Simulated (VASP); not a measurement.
# MgS (F-43m) in VASP: further runs

MgS is run at these levels: PBEsol; tasks: single point.

Everything below comes from runs of VASP 6.6.1. Logs are shortened: lines on timing, memory, paths and dates and some standing lists are left out, and cuts for length are marked.

## Step 1: The cell of the first run

The structure is cubic, space group F-43m (No. 216). Conventional cell: a = 5.662 Å, b = 5.662 Å, c = 5.662 Å, α = 90.00°, β = 90.00°, γ = 90.00°. Within 3.2 Å of Mg (site symmetry -43m) lie 4 S at 2.45 Å. S (site symmetry -43m) has 4 Mg at 2.45 Å within 3.2 Å.

## Step 2: Single point, PBEsol

Input file INCAR:

```
PREC     = Accurate       # precision mode
ENCUT    = 600            # plane-wave cutoff, eV
EDIFF    = 1E-6           # SCF threshold, eV
ISMEAR   = 0              # smearing method
SIGMA    = 0.01           # smearing width, eV
LREAL    = F              # projectors in reciprocal space
LASPH    = T              # aspherical terms in the spheres
NELM     = 120            # most SCF steps
ALGO     = Normal         # electronic algorithm
ISIF     = 2              # what is computed and relaxed
LWAVE    = F              # write WAVECAR
LCHARG   = F              # write CHGCAR
GGA      = PS             # functional
NBANDS   = 11             # bands
GGA_COMPAT= F
```

Input file KPOINTS:

```
Automatic mesh
0
Gamma
  3 3 3
```

Input file POSCAR:

```
MgS
1.0
    0.0000000000      2.8308768389      2.8308768389
    2.8308768389      0.0000000000      2.8308768389
    2.8308768389      2.8308768389      0.0000000000
Mg S
1 1
Direct
    0.0000000000      0.0000000000      0.0000000000
    0.2500000000      0.2500000000      0.2500000000
```

Potentials or basis: VASP PAW PBE potentials, release 64 (Mg, S).

Launch:

```
$ cat potpaw_PBE.64/Mg/POTCAR potpaw_PBE.64/S/POTCAR > POTCAR
$ mpirun -np 1 vasp_std > vasp.out
```

OUTCAR:

```text
PREC = Accurate
   ENCUT = 600
   EDIFF = 1E-6
   ISMEAR = 0
   LREAL = F
   LASPH = T
   NELM = 120
   ISIF = 2
   GGA = PS

 ion  position               nearest neighbor table
   1  0.000  0.000  0.000-   2 2.45   2 2.45   2 2.45   2 2.45
   2  0.250  0.250  0.250-   1 2.45   1 2.45   1 2.45   1 2.45

  LATTYP: Found a face centered cubic cell.
 ALAT       =     5.6617536778

  Lattice vectors:

 A1 = (   0.0000000000,   2.8308768389,   2.8308768389)
 A2 = (   2.8308768389,   0.0000000000,   2.8308768389)
 A3 = (   2.8308768389,   2.8308768389,   0.0000000000)

Analysis of symmetry for initial positions (statically):
=====================================================================
 Subroutine PRICEL returns:
 Original cell was already a primitive cell.

 Routine SETGRP: Setting up the symmetry group for a
 face centered cubic supercell.

 Subroutine GETGRP returns: Found 24 space group operations
 (whereof 24 operations were pure point group operations)
 out of a pool of 48 trial point group operations.

The static configuration has the point symmetry T_d .

Analysis of symmetry for dynamics (positions and initial velocities):
=====================================================================
 Subroutine PRICEL returns:
 Original cell was already a primitive cell.

 Routine SETGRP: Setting up the symmetry group for a
 face centered cubic supercell.

 Subroutine GETGRP returns: Found 24 space group operations
 (whereof 24 operations were pure point group operations)
 out of a pool of 48 trial point group operations.

The dynamic configuration has the point symmetry T_d .

 Subroutine INISYM returns: Found 24 space group operations
 (whereof 24 operations are pure point group operations),
 and found     1 'primitive' translations

----------------------------------------------------------------------------------------

                                     Primitive cell

  volume of cell :      45.3725

  direct lattice vectors                    reciprocal lattice vectors
     0.000000000  2.830876839  2.830876839    -0.176623721  0.176623721  0.176623721
     2.830876839  0.000000000  2.830876839     0.176623721 -0.176623721  0.176623721
     2.830876839  2.830876839  0.000000000     0.176623721  0.176623721 -0.176623721

  length of vectors
     4.003464419  4.003464419  4.003464419     0.305921258  0.305921258  0.305921258

  position of ions in fractional coordinates (direct lattice)
     0.000000000  0.000000000  0.000000000
     0.250000000  0.250000000  0.250000000

[... 63 lines left out ...]
   POTIM  = 0.5000    time-step for ionic-motion
   TEBEG  =    0.0;   TEEND  =   0.0 temperature during run
   PSTRESS=    0.0 pullay stress
   NELECT =       8.0000    total number of electrons
   NUPDOWN=      -1.0000    fix difference up-down
   EMIN   =  10.00;   EMAX   =-10.00  energy-range for DOS
   EFERMI =   0.00;   METHOD = LEGACY
   ISMEAR =     0;   SIGMA  =   0.01  broadening in eV -4-tet -1-fermi 0-gaus
   EFERMI_NEDOS =   21; number of points for ismear=-14 and -15
   IALGO  =     38    algorithm
   IMIX   =      4    mixing-type and parameters
     AMIX     =   0.40;   BMIX     =  1.00
     AMIX_MAG =   1.60;   BMIX_MAG =  1.00
  volume/ion in A,a.u.               =      22.69       153.09
  Fermi-wavevector in a.u.,A,eV,Ry     =   0.917995  1.734760 11.465842  0.842716
  Thomas-Fermi vector in A             =   2.043027
   LORBIT       =      0    0 simple, 1 ext, 2 COOP (PROOUT), +10 PAW based schemes
   GGA     = PS    functional components
   LHFCALC =     F    Hartree Fock is set to
   AEXX    =    0.0000 exact exchange contribution
   IVDW    =     0    specifies the selected vdW correction
   LEPSILON=     F    determine dielectric tensor
   LRPA    =     F    only Hartree local field effects (RPA)
 non-spin polarized calculation
 Gauss-broadening in eV      SIGMA  =   0.01
  energy-cutoff  :      600.00
  volume of cell :       45.37
 maximum number of plane-waves:      1527
   NGX = 15   NGY = 15   NGZ = 15

 number of electron       8.0000000 magnetization

 Free energy of the ion-electron system (eV)
  ---------------------------------------------------
  ext. energy  EPLUGINS =         0.00000000
  ---------------------------------------------------
  free energy    TOTEN  =        -8.82041489 eV

  energy without entropy =       -8.82041489  energy(sigma->0) =       -8.82041489

 E-fermi :   1.1757     XC(G=0):  -8.5554

 val. band max:        1.0609162607   @ k =   0.0000   0.0000   0.0000
 cond. band min:       4.3310080759   @ k =   0.0000   0.0000   0.0000
 fundamental gap:      3.2700918151
 Fermi energy:         1.1757070721

 k-point     1 :       0.0000    0.0000    0.0000
  band No.  band energies     occupation
      1     -10.2049      2.00000
      2       1.0609      2.00000
      3       1.0609      2.00000
      4       1.0609      2.00000
      5       4.3310      0.00000
      6       8.8949      0.00000
      7       8.8949      0.00000
      8       8.8949      0.00000
      9      11.8105      0.00000
     10      11.8105      0.00000
     11      14.5695      0.00000
[... 29 lines left out ...]
 k-point     4 :      -0.3333    0.3333    0.0000
  band No.  band energies     occupation
      1      -9.3322      2.00000
      2      -1.3958      2.00000
      3      -0.9819      2.00000
      4       0.3806      2.00000
      5       6.1860      0.00000
      6       8.3347      0.00000
      7       9.8879      0.00000
      8      10.4457      0.00000
      9      11.9404      0.00000
     10      12.3309      0.00000
     11      17.1140      0.00000

------------------------ aborting loop because EDIFF is reached ----------------------------------------

  FORCE on cell =-STRESS in cart. coord.  units (eV):
  Direction    XX          YY          ZZ          XY          YZ          ZX
  --------------------------------------------------------------------------------------
  -------------------------------------------------------------------------------------
  Total        0.0405421      0.0405421      0.0405421      0.0000000      0.0000000     -0.0000000
  in kB        1.4316067      1.4316067      1.4316067      0.0000000      0.0000000     -0.0000000
  external PRESSURE =       1.4316067 kB  Pullay stress =       0.0000000 kB

 VOLUME and BASIS-vectors are now :
 -----------------------------------------------------------------------------
  energy-cutoff  :      600.00
  volume of cell :       45.37
      direct lattice vectors                 reciprocal lattice vectors
     0.000000000  2.830876839  2.830876839    -0.176623721  0.176623721  0.176623721
     2.830876839  0.000000000  2.830876839     0.176623721 -0.176623721  0.176623721
     2.830876839  2.830876839  0.000000000     0.176623721  0.176623721 -0.176623721

 POSITION                                       TOTAL-FORCE (eV/Angst)
 -----------------------------------------------------------------------------------
      0.00000      0.00000      0.00000        -0.000000      0.000000     -0.000000
      1.41544      1.41544      1.41544         0.000000     -0.000000      0.000000
 -----------------------------------------------------------------------------------
    total drift:                               -0.000000     -0.000000     -0.000000

  FREE ENERGIE OF THE ION-ELECTRON SYSTEM (eV)
  ---------------------------------------------------
  free  energy   TOTEN  =        -8.8204148885 eV

  energy  without entropy=       -8.8204148885  energy(sigma->0) =       -8.82041489
```

stdout:

```text
POSCAR found type information on POSCAR MgS
 POSCAR found :  2 types and       2 ions
 scaLAPACK will be used
 -----------------------------------------------------------------------------
|                                                                             |
|                                                                             |
|     You enforced a specific xc type in the INCAR file but a different       |
|     I HOPE YOU KNOW WHAT YOU ARE DOING!                                     |
|                                                                             |
 -----------------------------------------------------------------------------

 LDA part: xc-table for (Slater+PW92), standard interpolation
 POSCAR, INCAR and KPOINTS ok, starting setup
 FFT: planning ... GRIDC
 FFT: planning ... GRID_SOFT
 FFT: planning ... GRID
 WAVECAR not read
 entering main loop
```

It took 3.2 s on 1 thread of AMD EPYC 9R45 (Zen 5), shared host; peak memory 0.14 GiB.

Results:

```yaml
Free_energy: -8.8204 eV
Pressure: 0.1 GPa
Band_gap_on_the_k_mesh: 3.27 eV
```

Caveat: the k points lie up to 0.64 Å⁻¹ apart; the PAW data sets were made with another functional, which shifts forces and pressure a little.

## Step 3: Single point, PBEsol

Input file INCAR:

```
SYSTEM = MgS
PREC = Accurate
ENCUT = 600
EDIFF = 1E-6
ISMEAR = 0
SIGMA = 0.01
LREAL = .False.
LASPH = .True.
NELM = 120
ALGO = Normal
ISIF = 2
LWAVE = .False.
LCHARG = .False.
GGA = PS
NBANDS = 11
GGA_COMPAT = .False.
```

Input file KPOINTS:

```
regular mesh
0
Gamma
  6 6 6
  0 0 0
```

POSCAR is that of step 2.

Potentials or basis: VASP PAW PBE potentials, release 64 (Mg, S).

Launch:

```
$ cat potpaw_PBE.64/Mg/POTCAR potpaw_PBE.64/S/POTCAR > POTCAR
$ mpirun -np 1 vasp_std > vasp.out
```

OUTCAR:

```text
SYSTEM = MgS
   PREC = Accurate
   ENCUT = 600
   EDIFF = 1E-6
   ISMEAR = 0
   LREAL = .False.
   LASPH = .True.
   NELM = 120
   ISIF = 2
   GGA = PS

 ion  position               nearest neighbor table
   1  0.000  0.000  0.000-   2 2.45   2 2.45   2 2.45   2 2.45
   2  0.250  0.250  0.250-   1 2.45   1 2.45   1 2.45   1 2.45

  LATTYP: Found a face centered cubic cell.
 ALAT       =     5.6617536778

  Lattice vectors:

 A1 = (   0.0000000000,   2.8308768389,   2.8308768389)
 A2 = (   2.8308768389,   0.0000000000,   2.8308768389)
 A3 = (   2.8308768389,   2.8308768389,   0.0000000000)

Analysis of symmetry for initial positions (statically):
=====================================================================
 Subroutine PRICEL returns:
 Original cell was already a primitive cell.

 Routine SETGRP: Setting up the symmetry group for a
 face centered cubic supercell.

 Subroutine GETGRP returns: Found 24 space group operations
 (whereof 24 operations were pure point group operations)
 out of a pool of 48 trial point group operations.

The static configuration has the point symmetry T_d .

Analysis of symmetry for dynamics (positions and initial velocities):
[... 160 lines left out ...]
      2       1.0021      2.00000
      3       1.0021      2.00000
      4       1.0021      2.00000
      5       4.2983      0.00000
      6       8.8745      0.00000
      7       8.8745      0.00000
      8       8.8745      0.00000
      9      11.7854      0.00000
     10      11.7855      0.00000
     11      14.5493      0.00000
[... 197 lines left out ...]
 k-point    16 :      -0.3333    0.5000    0.1667
  band No.  band energies     occupation
      1      -9.3430      2.00000
      2      -1.5380      2.00000
      3      -0.5838      2.00000
      4      -0.2859      2.00000
      5       5.8267      0.00000
      6       7.7587      0.00000
      7      10.2778      0.00000
      8      10.3132      0.00000
      9      13.4087      0.00000
     10      14.7402      0.00000
     11      14.8594      0.00000

------------------------ aborting loop because EDIFF is reached ----------------------------------------

  FORCE on cell =-STRESS in cart. coord.  units (eV):
  Direction    XX          YY          ZZ          XY          YZ          ZX
  --------------------------------------------------------------------------------------
  -------------------------------------------------------------------------------------
  Total       -0.1051885     -0.1051885     -0.1051885      0.0000000      0.0000000      0.0000000
  in kB       -3.7143760     -3.7143760     -3.7143760      0.0000000      0.0000000      0.0000000
  external PRESSURE =      -3.7143760 kB  Pullay stress =       0.0000000 kB

 VOLUME and BASIS-vectors are now :
 -----------------------------------------------------------------------------
  energy-cutoff  :      600.00
  volume of cell :       45.37
      direct lattice vectors                 reciprocal lattice vectors
     0.000000000  2.830876839  2.830876839    -0.176623721  0.176623721  0.176623721
     2.830876839  0.000000000  2.830876839     0.176623721 -0.176623721  0.176623721
     2.830876839  2.830876839  0.000000000     0.176623721  0.176623721 -0.176623721

 POSITION                                       TOTAL-FORCE (eV/Angst)
 -----------------------------------------------------------------------------------
      0.00000      0.00000      0.00000        -0.000000     -0.000000     -0.000000
      1.41544      1.41544      1.41544         0.000000      0.000000      0.000000
 -----------------------------------------------------------------------------------
    total drift:                               -0.000000     -0.000000     -0.000000

  FREE ENERGIE OF THE ION-ELECTRON SYSTEM (eV)
  ---------------------------------------------------
  free  energy   TOTEN  =        -8.9171624856 eV

  energy  without entropy=       -8.9171624856  energy(sigma->0) =       -8.91716249
```

stdout:

```text
POSCAR found type information on POSCAR MgS
 POSCAR found :  2 types and       2 ions
 scaLAPACK will be used
 -----------------------------------------------------------------------------
|                                                                             |
|                                                                             |
|     You enforced a specific xc type in the INCAR file but a different       |
|     I HOPE YOU KNOW WHAT YOU ARE DOING!                                     |
|                                                                             |
 -----------------------------------------------------------------------------

 LDA part: xc-table for (Slater+PW92), standard interpolation
 POSCAR, INCAR and KPOINTS ok, starting setup
 FFT: planning ... GRIDC
 FFT: planning ... GRID_SOFT
 FFT: planning ... GRID
 WAVECAR not read
 entering main loop
```

Wall time 6.3 s (1 thread of AMD EPYC 9R45 (Zen 5), shared host); peak memory 0.14 GiB.

Results:

| Property | Result |
| --- | --- |
| Free energy | -8.9172 eV |
| Pressure | -0.4 GPa |
| Band gap on the k mesh | 3.30 eV |

Caveat: the PAW data sets were made with another functional, which shifts forces and pressure a little. A k mesh can miss the band edges.

[end of part 1 of 2]
